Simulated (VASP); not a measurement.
# Co (P6_3/mmc) in VASP: single point with LDA

Aim: the single point of Co with LDA.

Program: VASP 6.6.1. These are calculated values, not measurements. Logs are shortened: lines on timing, memory, paths and dates and some standing lists are left out, and cuts for length are marked.

## 1. The cell of the first run

It takes space group P6_3/mmc (No. 194, hexagonal). The conventional cell has a = 2.456 Å, b = 2.456 Å, c = 4.011 Å, α = 90.00°, β = 90.00°, γ = 120.00°. Co (site symmetry -6m2) has 12 Co at 2.46 Å within 3.2 Å.

## 2. Single point, LDA, non-collinear spin, typed start

Input file INCAR:

```
SYSTEM = Co
PREC     = Accurate       ! precision mode
ENCUT    = 520            ! plane-wave cutoff, eV
EDIFF    = 1E-6           ! SCF threshold, eV
ISMEAR   = -1             ! smearing method
SIGMA    = 0.1            ! smearing width, eV
LREAL    = .False.        ! projectors in reciprocal space
LASPH    = .True.         ! aspherical terms in the spheres
NELM     = 150            ! most SCF steps
ALGO     = Normal         ! electronic algorithm
ISIF     = 2              ! what is computed and relaxed
LWAVE    = .False.        ! write WAVECAR
LCHARG   = .False.        ! write CHGCAR
LNONCOLLINEAR= .True.         ! non-collinear magnetism
MAGMOM   = -1.11 0.675 0.049 -1.148 -0.099 2.661 ! initial moments
LORBIT   = 11             ! projections on sites
LMAXMIX  = 4              ! l up to which the mixer works
NBANDS   = 30             ! bands
```

Input file KPOINTS:

```
Automatic mesh
0
Gamma
  4 4 3
  0 0 0
```

Input file POSCAR:

```
Co
1.0
    2.4559000000      0.0000000000      0.0000000000
   -1.2279500000      2.1268700000      0.0000000000
    0.0000000000      0.0000000000      4.0105000000
Co
2
Direct
    0.3333330000      0.6666670000      0.2500000000
    0.6666670000      0.3333330000      0.7500000000
```

Potentials or basis: VASP PAW LDA potentials, release 64 (Co).

Launch:

```console
cat potpaw_LDA.64/Co/POTCAR > POTCAR
mpirun -np 1 vasp_ncl > vasp.out
```

OUTCAR:

```text
SYSTEM = Co
   PREC = Accurate
   ENCUT = 520
   EDIFF = 1E-6
   ISMEAR = -1
   LREAL = .False.
   LASPH = .True.
   NELM = 150
   ISIF = 2
   LNONCOLLINEAR = .True.
   LORBIT = 11

 ion  position               nearest neighbor table
   1  0.333  0.667  0.250-   2 2.46   2 2.46   2 2.46   2 2.46   2 2.46   2 2.46
   2  0.667  0.333  0.750-   1 2.46   1 2.46   1 2.46   1 2.46   1 2.46   1 2.46

  LATTYP: Found a hexagonal cell.
 ALAT       =     2.4559000000
 C/A-ratio  =     1.6330062299

  Lattice vectors:

 A1 = (   2.4559000000,   0.0000000000,   0.0000000000)
 A2 = (  -1.2279500000,   2.1268700000,   0.0000000000)
 A3 = (   0.0000000000,   0.0000000000,   4.0105000000)

Analysis of symmetry for initial positions (statically):
=====================================================================
 Subroutine PRICEL returns:
 Original cell was already a primitive cell.

 Routine SETGRP: Setting up the symmetry group for a
 hexagonal supercell.

 Subroutine GETGRP returns: Found 24 space group operations
 (whereof 12 operations were pure point group operations)
 out of a pool of 24 trial point group operations.

The static configuration has the point symmetry D_3d.
 The point group associated with its full space group is D_6h.

Analysis of symmetry for dynamics (positions and initial velocities):
=====================================================================
 Subroutine PRICEL returns:
 Original cell was already a primitive cell.

 Routine SETGRP: Setting up the symmetry group for a
 hexagonal supercell.

 Subroutine GETGRP returns: Found 24 space group operations
 (whereof 12 operations were pure point group operations)
 out of a pool of 24 trial point group operations.

The dynamic configuration has the point symmetry D_3d.
 The point group associated with its full space group is D_6h.

Analysis of structural, dynamic, and magnetic symmetry:
=====================================================================
 Subroutine PRICEL returns:
 Original cell was already a primitive cell.

 Routine SETGRP: Setting up the symmetry group for a
 hexagonal supercell.

 Subroutine GETGRP returns: Found  1 space group operations
 (whereof  1 operations were pure point group operations)
 out of a pool of 24 trial point group operations.

The overall configuration has the point symmetry C_1 .

 Subroutine INISYM returns: Found  1 space group operations
 (whereof  1 operations are pure point group operations),
 and found     1 'primitive' translations

----------------------------------------------------------------------------------------

                                     Primitive cell

  volume of cell :      20.9484

  direct lattice vectors                    reciprocal lattice vectors
     2.455900000  0.000000000  0.000000000     0.407182703  0.235087241  0.000000000
    -1.227950000  2.126870000  0.000000000     0.000000000  0.470174482  0.000000000
     0.000000000  0.000000000  4.010500000     0.000000000  0.000000000  0.249345468

  length of vectors
     2.455900000  2.455898451  4.010500000     0.470174185  0.470174482  0.249345468

  position of ions in fractional coordinates (direct lattice)
     0.333333000  0.666667000  0.250000000
     0.666667000  0.333333000  0.750000000

  ion indices of the primitive-cell ions
   primitive index   ion index
                 1           1
                 2           2

----------------------------------------------------------------------------------------

 KPOINTS: Automatic mesh

Automatic generation of k-mesh.
 Grid dimensions read from file:
 generate k-points for:    4    4    3

 Generating k-lattice:

  Cartesian coordinates                     Fractional coordinates (reciprocal lattice)
     0.101795676  0.058771810  0.000000000     0.250000000  0.000000000  0.000000000
     0.000000000  0.117543620  0.000000000     0.000000000  0.250000000  0.000000000
     0.000000000  0.000000000  0.083115156     0.000000000  0.000000000  0.333333333

  Length of vectors
     0.117543546  0.117543620  0.083115156

  Shift w.r.t. Gamma in fractional coordinates (k-lattice)
     0.000000000  0.000000000  0.000000000

 Subroutine IBZKPT returns following result:
 ===========================================

 Found     48 irreducible k-points:

 Following reciprocal coordinates:
            Coordinates               Weight
  0.000000  0.000000  0.000000      1.000000
  0.250000  0.000000  0.000000      1.000000
 -0.250000  0.000000  0.000000      1.000000
  0.000000  0.250000  0.000000      1.000000
  0.000000 -0.250000  0.000000      1.000000
 -0.250000  0.250000  0.000000      1.000000
[... 16 lines left out ...]
 -0.250000  0.250000  0.333333      1.000000
  0.250000 -0.250000 -0.333333      1.000000
 [... further k-points ...]
   k-points           NKPTS =     48   k-points in BZ     NKDIM =     48   number of bands    NBANDS=     30
   number of dos      NEDOS =    301   number of ions     NIONS =      2
   total plane-waves  NPLWV =   9720
   dimension x,y,z NGX =    18 NGY =   18 NGZ =   30
   dimension x,y,z NGXF=    36 NGYF=   36 NGZF=   60
   ions per type =               2
   NGX,Y,Z   is equivalent  to a cutoff of  12.18, 12.18, 12.44 a.u.
   NGXF,Y,Z  is equivalent  to a cutoff of  24.37, 24.37, 24.87 a.u.
 SYSTEM =  Co
   PREC   = accura    normal or accurate (medium, high low for compatibility)
   ISTART =      0    job   : 0-new  1-cont  2-samecut
   ICHARG =      2    charge: 1-file 2-atom 10-const
   ISPIN  =      1    spin polarized calculation?
   LNONCOLLINEAR =      T non collinear calculations
   LSORBIT =      F    spin-orbit coupling
   LASPH  =      T    aspherical Exc in radial PAW
   ENCUT  =  520.0 eV  38.22 Ry    6.18 a.u.   4.57  4.57  7.46*2*pi/ulx,y,z
   NELM   =    150;   NELMIN=  2; NELMDL= -5     # of ELM steps
   EDIFF  = 0.1E-05   stopping-criterion for ELM
   LREAL  =      F    real-space projection
   EDIFFG = 0.1E-04   stopping-criterion for IOM
   NSW    =      0    number of steps for IOM
   IBRION =     -1    ionic relax: 0-MD 1-quasi-New 2-CG
   NFREE  =      0    steps in history (QN), initial steepest desc. (CG)
   ISIF   =      2    stress and relaxation
   ISYM   =      2    0-nonsym 1-usesym 2-fastsym
   POTIM  = 0.5000    time-step for ionic-motion
   TEBEG  =    0.0;   TEEND  =   0.0 temperature during run
   PSTRESS=    0.0 pullay stress
   NELECT =      18.0000    total number of electrons
   NUPDOWN=      -1.0000    fix difference up-down
   EMIN   =  10.00;   EMAX   =-10.00  energy-range for DOS
   EFERMI =   0.00;   METHOD = LEGACY
   ISMEAR =    -1;   SIGMA  =   0.10  broadening in eV -4-tet -1-fermi 0-gaus
   EFERMI_NEDOS =   21; number of points for ismear=-14 and -15
   IALGO  =     38    algorithm
   IMIX   =      4    mixing-type and parameters
     AMIX     =   0.40;   BMIX     =  1.00
     AMIX_MAG =   1.60;   BMIX_MAG =  1.00
  volume/ion in A,a.u.               =      10.47        70.68
  Fermi-wavevector in a.u.,A,eV,Ry     =   1.556380  2.941132 32.957643  2.422318
  Thomas-Fermi vector in A             =   2.660184
   LORBIT       =     11    0 simple, 1 ext, 2 COOP (PROOUT), +10 PAW based schemes
   GGA     = CA    functional components
   LHFCALC =     F    Hartree Fock is set to
   AEXX    =    0.0000 exact exchange contribution
   IVDW    =     0    specifies the selected vdW correction
   LEPSILON=     F    determine dielectric tensor
   LRPA    =     F    only Hartree local field effects (RPA)
  energy-cutoff  :      520.00
  volume of cell :       20.95
 maximum number of plane-waves:      1148
   NGX =  9   NGY =  9   NGZ = 15

 number of electron      17.9999976 magnetization      -1.8783843      0.5026383      2.1742060

 Free energy of the ion-electron system (eV)
  ---------------------------------------------------
  ext. energy  EPLUGINS =         0.00000000
  ---------------------------------------------------
  free energy    TOTEN  =       -16.27719295 eV

  energy without entropy =      -16.20141622  energy(sigma->0) =      -16.23930458

 E-fermi :  10.5369     XC(G=0): -13.9387

 val. band max:       10.4306228484   @ k =   0.2500   0.0000   0.0000
 cond. band min:      10.6203091309   @ k =   0.2500   0.2500   0.3333
 fundamental gap:      0.1896862825
 Fermi energy:        10.5368584868

 k-point     1 :       0.0000    0.0000    0.0000
  band No.  band energies     occupation
      1       1.3121      1.00000
      2       1.4779      1.00000
      3       5.2487      1.00000
      4       6.0605      1.00000
      5       7.9436      1.00000
      6       8.0546      1.00000
[... 22 lines left out ...]
     29      35.7588      0.00000
     30      35.7650      0.00000

 k-point     2 :       0.2500    0.0000    0.0000
  band No.  band energies     occupation
      1       3.3897      1.00000
      2       3.5917      1.00000
      3       6.1218      1.00000
      4       6.9528      1.00000
      5       7.0949      1.00000
      6       7.3060      1.00000
[... 22 lines left out ...]
     29      28.9779      0.00000
     30      29.3317      0.00000

 k-point     3 :      -0.2500    0.0000    0.0000
  band No.  band energies     occupation
      1       3.3897      1.00000
      2       3.5917      1.00000
      3       6.1218      1.00000
      4       6.9528      1.00000
      5       7.0949      1.00000
      6       7.3060      1.00000
[... 22 lines left out ...]
     29      28.9779      0.00000
     30      29.3317      0.00000

 k-point     4 :       0.0000    0.2500    0.0000
  band No.  band energies     occupation
      1       3.3897      1.00000
      2       3.5917      1.00000
      3       6.1218      1.00000
      4       6.9528      1.00000
      5       7.0949      1.00000
      6       7.3060      1.00000
[... 22 lines left out ...]
     29      28.9779      0.00000
     30      29.3316      0.00000

 k-point     5 :       0.0000   -0.2500    0.0000
  band No.  band energies     occupation
      1       3.3897      1.00000
      2       3.5917      1.00000
      3       6.1218      1.00000
      4       6.9528      1.00000
      5       7.0949      1.00000
      6       7.3060      1.00000
[... 22 lines left out ...]
     29      28.9779      0.00000
     30      29.3316      0.00000
[... 526 lines left out ...]
     29      27.3197      0.00000
     30      27.7731      0.00000

 k-point    22 :       0.0000   -0.2500   -0.3333
  band No.  band energies     occupation
      1       4.2129      1.00000
      2       4.4781      1.00000
      3       5.8681      1.00000
      4       6.4438      1.00000
      5       6.7489      1.00000
      6       7.3860      1.00000
[... 22 lines left out ...]
     29      27.3197      0.00000
     30      27.7731      0.00000

 k-point    23 :      -0.2500    0.2500    0.3333
  band No.  band energies     occupation
      1       4.2129      1.00000
      2       4.4781      1.00000
      3       5.8681      1.00000
      4       6.4438      1.00000
      5       6.7489      1.00000
      6       7.3860      1.00000
[... 22 lines left out ...]
     29      27.3197      0.00000
     30      27.7730      0.00000

 k-point    24 :       0.2500   -0.2500   -0.3333
  band No.  band energies     occupation
      1       4.2129      1.00000
      2       4.4781      1.00000
      3       5.8681      1.00000
      4       6.4438      1.00000
      5       6.7489      1.00000
      6       7.3860      1.00000
[... 22 lines left out ...]
     29      27.3197      0.00000
     30      27.7730      0.00000

 [... further k-points ...]
[... 5 lines left out ...]
  --------------------------------------------------------------------------------------
  -------------------------------------------------------------------------------------
  Total       -1.6126295     -1.6126011     -1.7488462     -0.0000056     -0.0000016     -0.0000032
  in kB     -123.3374672   -123.3352995   -133.7556258     -0.0004270     -0.0001223     -0.0002425
  external PRESSURE =    -126.8094641 kB  Pullay stress =       0.0000000 kB

 VOLUME and BASIS-vectors are now :
 -----------------------------------------------------------------------------
  energy-cutoff  :      520.00
  volume of cell :       20.95
      direct lattice vectors                 reciprocal lattice vectors
     2.455900000  0.000000000  0.000000000     0.407182703  0.235087241  0.000000000
    -1.227950000  2.126870000  0.000000000     0.000000000  0.470174482  0.000000000
     0.000000000  0.000000000  4.010500000     0.000000000  0.000000000  0.249345468

 POSITION                                       TOTAL-FORCE (eV/Angst)
 -----------------------------------------------------------------------------------
     -0.00000      1.41791      1.00263         0.000007     -0.000005     -0.000000
      1.22795      0.70896      3.00788        -0.000007      0.000005      0.000000
 -----------------------------------------------------------------------------------
    total drift:                                0.000001     -0.000003      0.000001

  FREE ENERGIE OF THE ION-ELECTRON SYSTEM (eV)
  ---------------------------------------------------
  free  energy   TOTEN  =       -16.2771929475 eV

  energy  without entropy=      -16.2014162179  energy(sigma->0) =      -16.23930458

 total charge

# of ion       s       p       d       tot
------------------------------------------
    1        0.503   0.528   7.327   8.358
    2        0.503   0.528   7.327   8.358
--------------------------------------------------
tot          1.005   1.057  14.655  16.716

 magnetization (x)

# of ion       s       p       d       tot
------------------------------------------
    1        0.011   0.025  -0.976  -0.940
    2        0.011   0.025  -0.975  -0.940
--------------------------------------------------
tot          0.021   0.050  -1.951  -1.880

 magnetization (y)

# of ion       s       p       d       tot
------------------------------------------
    1       -0.003  -0.007   0.261   0.252
    2       -0.003  -0.007   0.261   0.252
--------------------------------------------------
tot         -0.006  -0.013   0.522   0.503

 magnetization (z)

# of ion       s       p       d       tot
------------------------------------------
    1       -0.012  -0.029   1.129   1.088
    2       -0.012  -0.029   1.129   1.088
--------------------------------------------------
tot         -0.024  -0.058   2.258   2.176
```

It took 5.4 min on 1 thread of Intel Xeon 8259CL, shared host; peak memory 0.18 GiB.

What came out:

```yaml
Free_energy: -16.2772 eV
Pressure: -12.7 GPa
Band_gap_on_the_k_mesh: zero (band 18 reaches 11.64 eV, above the bottom of band 19 at 9.80 eV)
Net_moment: 2.92 μB per cell
Valence_electrons_inside_the_program's_atomic_spheres: Co 8.36
```

Moments on the atoms (μB; x, y, z):
```
Co  -0.94  0.25  1.09
Co  -0.94  0.25  1.09
```

Caveat: the k points lie up to 0.74 Å⁻¹ apart.
